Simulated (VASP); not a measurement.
# Hf (P6_3/mmc) in VASP: a series of runs, part 2 of 3

VASP 6.6.1. The steps go on from the part before.

**3. Electric field gradients, PBE (zz strain of +3 %)**

The input, INCAR:

```
SYSTEM = Hf
PREC     = Accurate       ! precision mode
ENCUT    = 400            ! plane-wave cutoff, eV
EDIFF    = 1E-8           ! SCF threshold, eV
ISMEAR   = -1             ! smearing method
SIGMA    = 0.05           ! smearing width, eV
LREAL    = .FALSE.        ! projectors in reciprocal space
LASPH    = .TRUE.         ! aspherical terms in the spheres
NELM     = 120            ! most SCF steps
ALGO     = Normal         ! electronic algorithm
ISIF     = 2              ! what is computed and relaxed
LWAVE    = .FALSE.        ! write WAVECAR
LCHARG   = .FALSE.        ! write CHGCAR
GGA      = PE             ! functional
LEFG     = .TRUE.       
NBANDS   = 17             ! bands
GGA_COMPAT= .FALSE.
```

The input, KPOINTS:

```
Automatic mesh
0
G
  13 13 7
  0 0 0
```

The input, POSCAR:

```
Hf
1.0
    3.1966985242      0.0000000000      0.0000000000
   -1.5983492621      2.7684221302      0.0000000000
    0.0000000000      0.0000000000      5.2095340000
Hf
2
Direct
    0.3333333333      0.6666666667      0.2500000000
    0.6666666667      0.3333333333      0.7500000000
```

Potentials or basis: VASP PAW PBE potentials, release 64 (Hf_pv).

Command:

```sh
cat potpaw_PBE.64/Hf_pv/POTCAR > POTCAR
mpirun -np 1 vasp_std > vasp.out
```

OUTCAR:

```text
SYSTEM = Hf
   PREC = Accurate
   ENCUT = 400
   EDIFF = 1E-8
   ISMEAR = -1
   LREAL = .FALSE.
   LASPH = .TRUE.
   NELM = 120
   ISIF = 2
   GGA = PE

 ion  position               nearest neighbor table
   1  0.333  0.667  0.250-   2 3.19   2 3.19   2 3.19   2 3.19   2 3.19   2 3.19
   2  0.667  0.333  0.750-   1 3.19   1 3.19   1 3.19   1 3.19   1 3.19   1 3.19

  LATTYP: Found a hexagonal cell.
 ALAT       =     3.1966985242
 C/A-ratio  =     1.6296607142

  Lattice vectors:

 A1 = (   3.1966985242,   0.0000000000,   0.0000000000)
 A2 = (  -1.5983492621,   2.7684221302,   0.0000000000)
 A3 = (   0.0000000000,   0.0000000000,   5.2095340000)

Analysis of symmetry for initial positions (statically):
=====================================================================
 Subroutine PRICEL returns:
 Original cell was already a primitive cell.

 Routine SETGRP: Setting up the symmetry group for a
 hexagonal supercell.

 Subroutine GETGRP returns: Found 24 space group operations
 (whereof 12 operations were pure point group operations)
 out of a pool of 24 trial point group operations.

The static configuration has the point symmetry D_3d.
 The point group associated with its full space group is D_6h.

Analysis of symmetry for dynamics (positions and initial velocities):
=====================================================================
 Subroutine PRICEL returns:
 Original cell was already a primitive cell.

 Routine SETGRP: Setting up the symmetry group for a
 hexagonal supercell.

 Subroutine GETGRP returns: Found 24 space group operations
 (whereof 12 operations were pure point group operations)
 out of a pool of 24 trial point group operations.

The dynamic configuration has the point symmetry D_3d.
 The point group associated with its full space group is D_6h.

 Subroutine INISYM returns: Found 24 space group operations
 (whereof 12 operations are pure point group operations),
 and found     1 'primitive' translations

----------------------------------------------------------------------------------------

                                     Primitive cell

  volume of cell :      46.1034

  direct lattice vectors                    reciprocal lattice vectors
     3.196698524  0.000000000  0.000000000     0.312822743  0.180608295  0.000000000
    -1.598349262  2.768422130  0.000000000     0.000000000  0.361216589  0.000000000
     0.000000000  0.000000000  5.209534000     0.000000000  0.000000000  0.191955749

  length of vectors
     3.196698524  3.196698524  5.209534000     0.361216589  0.361216589  0.191955749

  position of ions in fractional coordinates (direct lattice)
     0.333333333  0.666666667  0.250000000
     0.666666667  0.333333333  0.750000000

  ion indices of the primitive-cell ions
   primitive index   ion index
                 1           1
                 2           2

----------------------------------------------------------------------------------------

[... 70 lines left out ...]
   LREAL  =      F    real-space projection
   EDIFFG = 0.1E-06   stopping-criterion for IOM
   NSW    =      0    number of steps for IOM
   IBRION =     -1    ionic relax: 0-MD 1-quasi-New 2-CG
   NFREE  =      0    steps in history (QN), initial steepest desc. (CG)
   ISIF   =      2    stress and relaxation
   ISYM   =      2    0-nonsym 1-usesym 2-fastsym
   POTIM  = 0.5000    time-step for ionic-motion
   TEBEG  =    0.0;   TEEND  =   0.0 temperature during run
   PSTRESS=    0.0 pullay stress
   NELECT =      20.0000    total number of electrons
   NUPDOWN=      -1.0000    fix difference up-down
   EMIN   =  10.00;   EMAX   =-10.00  energy-range for DOS
   EFERMI =   0.00;   METHOD = LEGACY
   ISMEAR =    -1;   SIGMA  =   0.05  broadening in eV -4-tet -1-fermi 0-gaus
   EFERMI_NEDOS =   21; number of points for ismear=-14 and -15
   IALGO  =     38    algorithm
   IMIX   =      4    mixing-type and parameters
     AMIX     =   0.40;   BMIX     =  1.00
     AMIX_MAG =   1.60;   BMIX_MAG =  1.00
  volume/ion in A,a.u.               =      23.05       155.56
  Fermi-wavevector in a.u.,A,eV,Ry     =   1.239293  2.341924 20.896457  1.535846
  Thomas-Fermi vector in A             =   2.373782
   LORBIT       =      0    0 simple, 1 ext, 2 COOP (PROOUT), +10 PAW based schemes
   GGA     = PE    functional components
   LHFCALC =     F    Hartree Fock is set to
   AEXX    =    0.0000 exact exchange contribution
   IVDW    =     0    specifies the selected vdW correction
   LEPSILON=     F    determine dielectric tensor
   LRPA    =     F    only Hartree local field effects (RPA)
 non-spin polarized calculation
  energy-cutoff  :      400.00
  volume of cell :       46.10
 maximum number of plane-waves:       852
 NGX is ok and might be reduce to    24
   NGX = 11   NGY = 11   NGZ = 17

 number of electron      20.0000007 magnetization

 Free energy of the ion-electron system (eV)
  ---------------------------------------------------
  ext. energy  EPLUGINS =         0.00000000
  ---------------------------------------------------
  free energy    TOTEN  =       -19.83234759 eV

  energy without entropy =      -19.81814870  energy(sigma->0) =      -19.82524814

 E-fermi :   4.7001     XC(G=0): -11.1479

 val. band max:        4.6921089292   @ k =   0.3077   0.2308   0.4286
 cond. band min:       4.7058065086   @ k =   0.3846   0.2308   0.2857
 fundamental gap:      0.0136975794
 Fermi energy:         4.7001225178

 k-point     1 :       0.0000    0.0000    0.0000
  band No.  band energies     occupation
      1     -26.3548      2.00000
      2     -25.6808      2.00000
      3     -25.6808      2.00000
      4     -25.6218      2.00000
      5     -25.5818      2.00000
      6     -25.5818      2.00000
[... 457 lines left out ...]
      4     -25.7130      2.00000
      5     -25.6477      2.00000
      6     -25.6069      2.00000
[... 9 lines left out ...]
     16       7.4828      0.00000
     17      10.2662      0.00000

 [... further k-points ...]
[... 5 lines left out ...]
  --------------------------------------------------------------------------------------
  -------------------------------------------------------------------------------------
  Total       -0.4577152     -0.4577152     -1.5391194     -0.0000000     -0.0000000      0.0000000
  in kB      -15.9064426    -15.9064426    -53.4872212     -0.0000000     -0.0000000      0.0000000
  external PRESSURE =     -28.4333688 kB  Pullay stress =       0.0000000 kB

 VOLUME and BASIS-vectors are now :
 -----------------------------------------------------------------------------
  energy-cutoff  :      400.00
  volume of cell :       46.10
      direct lattice vectors                 reciprocal lattice vectors
     3.196698524  0.000000000  0.000000000     0.312822743  0.180608295  0.000000000
    -1.598349262  2.768422130  0.000000000     0.000000000  0.361216589  0.000000000
     0.000000000  0.000000000  5.209534000     0.000000000  0.000000000  0.191955749

 POSITION                                       TOTAL-FORCE (eV/Angst)
 -----------------------------------------------------------------------------------
     -0.00000      1.84561      1.30238        -0.000000     -0.000000      0.000000
      1.59835      0.92281      3.90715         0.000000      0.000000      0.000000
 -----------------------------------------------------------------------------------
    total drift:                               -0.000000      0.000000     -0.000000

  FREE ENERGIE OF THE ION-ELECTRON SYSTEM (eV)
  ---------------------------------------------------
  free  energy   TOTEN  =       -19.8323475858 eV

  energy  without entropy=      -19.8181486961  energy(sigma->0) =      -19.82524814

 Electric field gradients (V/A^2)
---------------------------------------------------------------------
 ion       V_xx      V_yy      V_zz      V_xy      V_xz      V_yz
---------------------------------------------------------------------
   1     -23.654   -23.654    47.308     0.000     0.000    -0.000
   2     -23.654   -23.654    47.308     0.000    -0.000     0.000
---------------------------------------------------------------------

 Electric field gradients after diagonalization (V/A^2)
 (convention: |V_zz| > |V_xx| > |V_yy|)
----------------------------------------------------------------------
 ion       V_xx      V_yy      V_zz     asymmetry (V_yy - V_xx)/ V_zz
----------------------------------------------------------------------
   1     -23.654   -23.653    47.308       0.000
   2     -23.654   -23.653    47.308       0.000
----------------------------------------------------------------------

           NMR quadrupolar parameters

 Cq : quadrupolar parameter    Cq=e*Q*V_zz/h
 eta: asymmetry parameters     (V_yy - V_xx)/ V_zz
 Q  : nuclear electric quadrupole moment in mb (millibarn)
----------------------------------------------------------------------
 ion       Cq(MHz)       eta       Q (mb)
----------------------------------------------------------------------
   1       0.114       0.000       1.000
   2       0.114       0.000       1.000
----------------------------------------------------------------------
```

It took 60 s on 1 thread of Intel Xeon 8259CL, shared host; peak memory 0.18 GiB.

Results:

* Free energy: -19.8323 eV
* Pressure: -2.8 GPa
* Band gap on the k mesh: zero (bands 10 and 11 overlap by 1.54 eV)
* Largest electric field gradient by atom: Hf +47.3 V/Å²

Stress tensor (GPa, compression positive):
```
-1.59  0.00  0.00
 0.00 -1.59  0.00
 0.00  0.00 -5.35
```

Electric field gradients, principal values (V/Å²):
| atom | least | middle | greatest (by size) |
| --- | --- | --- | --- |
| 1 Hf | -23.653 | -23.654 | 47.308 |
| 2 Hf | -23.653 | -23.654 | 47.308 |

Caveat: the cell differs from its parent crystal (zz strain of +3 %); without QUAD_EFG the Cq values of the log hold for a quadrupole moment of 1 mb, not for the nuclei; spin-orbit coupling is left out, which moves the levels of the heavy elements.

(Part 2 of 3 ends here.)

The gap in the log of VASP goes by the Fermi energy; the results here count the filled bands.